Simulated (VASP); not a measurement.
A run of VASP 6.6.1 is set up as follows.

Contents of INCAR:

```
SYSTEM = Rb
ALGO = Normal ; EDIFF = 1E-6
ENCUT = 520 ; GGA = CA
ISIF = 2 ; ISMEAR = -1
LASPH = .TRUE. ; LCHARG = .FALSE.
LREAL = .FALSE. ; LWAVE = .FALSE.
NBANDS = 16 ; NELM = 60
PREC = Accurate ; SIGMA = 0.08
```

Contents of KPOINTS:

```
k-points
0
G
  7 7 7
  0 0 0
```

Contents of POSCAR:

```
Rb
1.0
    0.0000000000      4.4617593269      4.4617593269
    4.4617593269      0.0000000000      4.4617593269
    4.4617593269      4.4617593269      0.0000000000
Rb
2
Direct
   -0.1250000000     -0.1250000000     -0.1250000000
    0.1250000000      0.1250000000      0.1250000000
```

Potentials or basis: VASP PAW LDA potentials, release 64 (Rb_sv).

The run is started by

```sh
$ cat potpaw_LDA.64/Rb_sv/POTCAR > POTCAR
$ mpirun -np 1 vasp_std > vasp.out
```

(1) Predict the band gap on the k mesh.

(2) Estimate the pressure.

## Answers

(1) zero (band 9 reaches 0.09 eV, above the bottom of band 10 at -0.04 eV).

(2) 0.6 GPa.
